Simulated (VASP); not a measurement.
# GaSb (F-43m) in VASP: single point with r2SCAN

Aim: the single point of GaSb with r2SCAN.

Everything below comes from runs of VASP 6.6.1. Logs are shortened: lines on timing, memory, paths and dates and some standing lists are left out, and cuts for length are marked.

## (1) The cell of the first run

The structure is cubic, space group F-43m (No. 216). Conventional cell: a = 6.112 Å, b = 6.112 Å, c = 6.112 Å, α = 90.00°, β = 90.00°, γ = 90.00°. Ga (site symmetry -43m) has 4 Sb at 2.65 Å within 3.5 Å. Sb (site symmetry -43m) has 4 Ga at 2.65 Å within 3.5 Å.

## (2) Single point, r2SCAN

Input file POSCAR:

```
GaSb
1.0
    0.0000000000      3.0559490798      3.0559490798
    3.0559490798      0.0000000000      3.0559490798
    3.0559490798      3.0559490798      0.0000000000
Ga Sb
1 1
Direct
    0.0000000000      0.0000000000      0.0000000000
    0.2500000000      0.2500000000      0.2500000000
```

Input file INCAR.step1:

```
SYSTEM = GaSb
  ALGO = Normal
  EDIFF = 1E-4
  ENCUT = 520
  GGA = PE
  ISMEAR = 0
  LASPH = .TRUE.
  LCHARG = .FALSE.
  LREAL = .FALSE.
  LWAVE = .TRUE.
  NBANDS = 16
  NELM = 60
  PREC = Accurate
  SIGMA = 0.1
```

Input file INCAR.step2:

```
SYSTEM = GaSb
  ALGO = Normal
  EDIFF = 1E-6
  ENCUT = 520
  ISIF = 2
  ISMEAR = 0
  ISTART = 1
  LASPH = .TRUE.
  LCHARG = .FALSE.
  LMIXTAU = .TRUE.
  LREAL = .FALSE.
  LWAVE = .FALSE.
  METAGGA = R2SCAN
  NBANDS = 16
  NELM = 60
  PREC = Accurate
  SIGMA = 0.1
```

Input file KPOINTS:

```
k-points
0
G
  12 12 12
  0 0 0
```

Potentials or basis: VASP PAW PBE potentials, release 64 (Ga_d, Sb).

Launch:

```bash
$ cat potpaw_PBE.64/Ga_d/POTCAR potpaw_PBE.64/Sb/POTCAR > POTCAR
$ cp INCAR.step1 INCAR
$ mpirun -np 1 vasp_std > vasp.out
$ cp INCAR.step2 INCAR
$ mpirun -np 1 vasp_std > vasp.out
```

OUTCAR:

```text
SYSTEM = GaSb
   EDIFF = 1E-6
   ENCUT = 520
   ISIF = 2
   ISMEAR = 0
   ISTART = 1
   LASPH = .TRUE.
   LREAL = .FALSE.
   METAGGA = R2SCAN
   NELM = 60
   PREC = Accurate

 ion  position               nearest neighbor table
   1  0.000  0.000  0.000-   2 2.65   2 2.65   2 2.65   2 2.65
   2  0.250  0.250  0.250-   1 2.65   1 2.65   1 2.65   1 2.65

  LATTYP: Found a face centered cubic cell.
 ALAT       =     6.1118981596

  Lattice vectors:

 A1 = (   0.0000000000,   3.0559490798,   3.0559490798)
 A2 = (   3.0559490798,   0.0000000000,   3.0559490798)
 A3 = (   3.0559490798,   3.0559490798,   0.0000000000)

Analysis of symmetry for initial positions (statically):
=====================================================================
 Subroutine PRICEL returns:
 Original cell was already a primitive cell.

 Routine SETGRP: Setting up the symmetry group for a
 face centered cubic supercell.

 Subroutine GETGRP returns: Found 24 space group operations
 (whereof 24 operations were pure point group operations)
 out of a pool of 48 trial point group operations.

The static configuration has the point symmetry T_d .

Analysis of symmetry for dynamics (positions and initial velocities):
=====================================================================
 Subroutine PRICEL returns:
 Original cell was already a primitive cell.

 Routine SETGRP: Setting up the symmetry group for a
 face centered cubic supercell.

 Subroutine GETGRP returns: Found 24 space group operations
 (whereof 24 operations were pure point group operations)
 out of a pool of 48 trial point group operations.

The dynamic configuration has the point symmetry T_d .

 Subroutine INISYM returns: Found 24 space group operations
 (whereof 24 operations are pure point group operations),
 and found     1 'primitive' translations

----------------------------------------------------------------------------------------

                                     Primitive cell

  volume of cell :      57.0779

  direct lattice vectors                    reciprocal lattice vectors
     0.000000000  3.055949080  3.055949080    -0.163615292  0.163615292  0.163615292
     3.055949080  0.000000000  3.055949080     0.163615292 -0.163615292  0.163615292
     3.055949080  3.055949080  0.000000000     0.163615292  0.163615292 -0.163615292

  length of vectors
     4.321764635  4.321764635  4.321764635     0.283389998  0.283389998  0.283389998

  position of ions in fractional coordinates (direct lattice)
     0.000000000  0.000000000  0.000000000
     0.250000000  0.250000000  0.250000000

  ion indices of the primitive-cell ions
   primitive index   ion index
                 1           1
                 2           2

----------------------------------------------------------------------------------------

 KPOINTS: k-points

Automatic generation of k-mesh.
 Grid dimensions read from file:
 generate k-points for:   12   12   12

 Generating k-lattice:

  Cartesian coordinates                     Fractional coordinates (reciprocal lattice)
    -0.013634608  0.013634608  0.013634608     0.083333333  0.000000000  0.000000000
     0.013634608 -0.013634608  0.013634608     0.000000000  0.083333333  0.000000000
     0.013634608  0.013634608 -0.013634608     0.000000000  0.000000000  0.083333333

  Length of vectors
     0.023615833  0.023615833  0.023615833

  Shift w.r.t. Gamma in fractional coordinates (k-lattice)
     0.000000000  0.000000000  0.000000000

 Subroutine IBZKPT returns following result:
 ===========================================

 Found     72 irreducible k-points:

 Following reciprocal coordinates:
            Coordinates               Weight
  0.000000  0.000000  0.000000      1.000000
  0.083333  0.000000  0.000000      8.000000
  0.166667  0.000000  0.000000      8.000000
  0.250000  0.000000  0.000000      8.000000
  0.333333  0.000000  0.000000      8.000000
  0.416667  0.000000  0.000000      8.000000
[... 16 lines left out ...]
  0.500000  0.166667  0.000000     24.000000
 -0.416667  0.166667  0.000000     24.000000
 [... further k-points ...]
   k-points           NKPTS =     72   k-points in BZ     NKDIM =     72   number of bands    NBANDS=     16
   number of dos      NEDOS =    301   number of ions     NIONS =      2
   total plane-waves  NPLWV =  32768
   dimension x,y,z NGX =    32 NGY =   32 NGZ =   32
   dimension x,y,z NGXF=    64 NGYF=   64 NGZF=   64
   ions per type =               1   1
   NGX,Y,Z   is equivalent  to a cutoff of  12.31, 12.31, 12.31 a.u.
   NGXF,Y,Z  is equivalent  to a cutoff of  24.62, 24.62, 24.62 a.u.
 SYSTEM =  GaSb
   PREC   = accura    normal or accurate (medium, high low for compatibility)
   ISTART =      1    job   : 0-new  1-cont  2-samecut
   ICHARG =      0    charge: 1-file 2-atom 10-const
   ISPIN  =      1    spin polarized calculation?
   LNONCOLLINEAR =      F non collinear calculations
   LSORBIT =      F    spin-orbit coupling
   LASPH  =      T    aspherical Exc in radial PAW
   ENCUT  =  520.0 eV  38.22 Ry    6.18 a.u.   8.04  8.04  8.04*2*pi/ulx,y,z
   NELM   =     60;   NELMIN=  2; NELMDL=  0     # of ELM steps
   EDIFF  = 0.1E-05   stopping-criterion for ELM
   LREAL  =      F    real-space projection
   EDIFFG = 0.1E-04   stopping-criterion for IOM
   NSW    =      0    number of steps for IOM
   IBRION =     -1    ionic relax: 0-MD 1-quasi-New 2-CG
   NFREE  =      0    steps in history (QN), initial steepest desc. (CG)
   ISIF   =      2    stress and relaxation
   ISYM   =      2    0-nonsym 1-usesym 2-fastsym
   POTIM  = 0.5000    time-step for ionic-motion
   TEBEG  =    0.0;   TEEND  =   0.0 temperature during run
   PSTRESS=    0.0 pullay stress
   NELECT =      18.0000    total number of electrons
   NUPDOWN=      -1.0000    fix difference up-down
   EMIN   =  10.00;   EMAX   =-10.00  energy-range for DOS
   EFERMI =   0.00;   METHOD = LEGACY
   ISMEAR =     0;   SIGMA  =   0.10  broadening in eV -4-tet -1-fermi 0-gaus
   EFERMI_NEDOS =   21; number of points for ismear=-14 and -15
   IALGO  =     38    algorithm
   IMIX   =      4    mixing-type and parameters
     AMIX     =   0.40;   BMIX     =  1.00
     AMIX_MAG =   1.60;   BMIX_MAG =  1.00
  volume/ion in A,a.u.               =      28.54       192.59
  Fermi-wavevector in a.u.,A,eV,Ry     =   1.114319  2.105758 16.894449  1.241707
  Thomas-Fermi vector in A             =   2.250913
   LORBIT       =      0    0 simple, 1 ext, 2 COOP (PROOUT), +10 PAW based schemes
   METAGGA = R2SCAN    functional components
   LHFCALC =     F    Hartree Fock is set to
   AEXX    =    0.0000 exact exchange contribution
   IVDW    =     0    specifies the selected vdW correction
   LEPSILON=     F    determine dielectric tensor
   LRPA    =     F    only Hartree local field effects (RPA)
 non-spin polarized calculation
 Gauss-broadening in eV      SIGMA  =   0.10
  energy-cutoff  :      520.00
  volume of cell :       57.08
 maximum number of plane-waves:      1572
   NGX = 17   NGY = 17   NGZ = 17

 number of electron      17.9999985 magnetization

 Free energy of the ion-electron system (eV)
  ---------------------------------------------------
  ext. energy  EPLUGINS =         0.00000000
  ---------------------------------------------------
  free energy    TOTEN  =       -37.60474085 eV

  energy without entropy =      -37.60474043  energy(sigma->0) =      -37.60474064

 E-fermi :   4.9621     XC(G=0):  -9.7360

 val. band max:        4.7152492657   @ k =   0.0000   0.0000   0.0000
 cond. band min:       5.1874030973   @ k =   0.0000   0.0000   0.0000
 fundamental gap:      0.4721538316
 Fermi energy:         4.9621273332

 k-point     1 :       0.0000    0.0000    0.0000
  band No.  band energies     occupation
      1     -10.7852      2.00000
      2     -10.7852      2.00000
      3     -10.7851      2.00000
      4     -10.7277      2.00000
      5     -10.7277      2.00000
      6      -7.2386      2.00000
[... 8 lines left out ...]
     15      13.7405      0.00000
     16      13.7405      0.00000

 k-point     2 :       0.0833    0.0000    0.0000
  band No.  band energies     occupation
      1     -10.7873      2.00000
      2     -10.7843      2.00000
      3     -10.7842      2.00000
      4     -10.7278      2.00000
      5     -10.7278      2.00000
      6      -7.1628      2.00000
[... 8 lines left out ...]
     15      13.2455      0.00000
     16      13.2455      0.00000

 k-point     3 :       0.1667    0.0000    0.0000
  band No.  band energies     occupation
      1     -10.7930      2.00000
      2     -10.7818      2.00000
      3     -10.7818      2.00000
      4     -10.7280      2.00000
      5     -10.7280      2.00000
      6      -6.9397      2.00000
[... 8 lines left out ...]
     15      12.7629      0.00000
     16      12.7629      0.00000

 k-point     4 :       0.2500    0.0000    0.0000
  band No.  band energies     occupation
      1     -10.8007      2.00000
      2     -10.7787      2.00000
      3     -10.7786      2.00000
      4     -10.7281      2.00000
      5     -10.7281      2.00000
      6      -6.5856      2.00000
[... 8 lines left out ...]
     15      12.7469      0.00000
     16      12.7469      0.00000
[... 324 lines left out ...]
 k-point    22 :       0.4167    0.1667    0.0000
  band No.  band energies     occupation
      1     -10.8163      2.00000
      2     -10.7715      2.00000
      3     -10.7699      2.00000
      4     -10.7317      2.00000
      5     -10.7260      2.00000
      6      -5.7398      2.00000
[... 8 lines left out ...]
     15      14.5355      0.00000
     16      15.1634      0.00000

 k-point    23 :       0.5000    0.1667    0.0000
  band No.  band energies     occupation
      1     -10.8190      2.00000
      2     -10.7706      2.00000
      3     -10.7691      2.00000
      4     -10.7307      2.00000
      5     -10.7266      2.00000
      6      -5.3661      2.00000
[... 8 lines left out ...]
     15      15.1627      0.00000
     16      15.2569      0.00000

 k-point    24 :      -0.4167    0.1667    0.0000
  band No.  band energies     occupation
      1     -10.8188      2.00000
      2     -10.7705      2.00000
      3     -10.7697      2.00000
      4     -10.7294      2.00000
      5     -10.7277      2.00000
      6      -5.3041      2.00000
[... 8 lines left out ...]
     15      13.9217      0.00000
     16      14.4864      0.00000

 [... further k-points ...]

------------------------ aborting loop because EDIFF is reached ----------------------------------------

  FORCE on cell =-STRESS in cart. coord.  units (eV):
  Direction    XX          YY          ZZ          XY          YZ          ZX
  --------------------------------------------------------------------------------------
  -------------------------------------------------------------------------------------
  Total        0.2301557      0.2301557      0.2301557      0.0000000     -0.0000000      0.0000000
  in kB        6.4604694      6.4604694      6.4604694      0.0000000     -0.0000000      0.0000000
  external PRESSURE =       6.4604694 kB  Pullay stress =       0.0000000 kB

 VOLUME and BASIS-vectors are now :
 -----------------------------------------------------------------------------
  energy-cutoff  :      520.00
  volume of cell :       57.08
      direct lattice vectors                 reciprocal lattice vectors
     0.000000000  3.055949080  3.055949080    -0.163615292  0.163615292  0.163615292
     3.055949080  0.000000000  3.055949080     0.163615292 -0.163615292  0.163615292
     3.055949080  3.055949080  0.000000000     0.163615292  0.163615292 -0.163615292

 POSITION                                       TOTAL-FORCE (eV/Angst)
 -----------------------------------------------------------------------------------
      0.00000      0.00000      0.00000        -0.000000     -0.000000     -0.000000
      1.52797      1.52797      1.52797         0.000000      0.000000      0.000000
 -----------------------------------------------------------------------------------
    total drift:                               -0.000002     -0.000002     -0.000002

  FREE ENERGIE OF THE ION-ELECTRON SYSTEM (eV)
  ---------------------------------------------------
  free  energy   TOTEN  =       -37.6047408515 eV

  energy  without entropy=      -37.6047404262  energy(sigma->0) =      -37.60474064
```

Wall time 3.3 min (1 thread of Intel Xeon 8259CL, shared host); peak memory 0.23 GiB.

Results:

| Item | Value |
| --- | --- |
| Free energy | -37.6047 eV |
| Pressure | 0.6 GPa |
| Band gap on the k mesh | 0.47 eV |

Caveat: the PAW data sets were made with another functional, which shifts forces and pressure a little; spin-orbit coupling is left out, which moves the levels of the heavy elements. A k mesh can miss the band edges.
